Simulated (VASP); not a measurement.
A run of VASP 6.6.1 is set up as follows.

File INCAR:

```
SYSTEM = CdF2
ALGO = Normal
EDIFF = 1E-8
ENCUT = 520
ISIF = 2
ISMEAR = -1
LASPH = .True.
LCHARG = .False.
LEFG = .True.
LREAL = .False.
LWAVE = .False.
NBANDS = 20
NELM = 100
PREC = Accurate
SIGMA = 0.02
```

File KPOINTS:

```
k-points
0
Gamma
  8 8 8
  0 0 0
```

POSCAR

```
CdF2
1.0
    0.0000000000      2.6849898992      2.6849898992
    2.6849898992      0.0000000000      2.6849898992
    2.6849898992      2.6849898992      0.0000000000
Cd F
1 2
Direct
    0.0000000000      0.0000000000      0.0000000000
    0.2500000000      0.2500000000      0.2500000000
    0.7500000000      0.7500000000      0.7500000000
```

Potentials or basis: VASP PAW LDA potentials, release 64 (Cd, F).

The run is started by

```bash
$ cat potpaw_LDA.64/Cd/POTCAR potpaw_LDA.64/F/POTCAR > POTCAR
$ mpirun -np 1 vasp_std > vasp.out
```

**Question.** What does it give for the pressure?

**Answer.** -3.7 GPa.

**Question.** What does it give for the band gap on the k mesh?

**Answer.** 2.83 eV, indirect (least direct gap 3.30 eV).

Caveat: without QUAD_EFG the Cq values of the log hold for a quadrupole moment of 1 mb, not for the nuclei. A k mesh can miss the band edges.
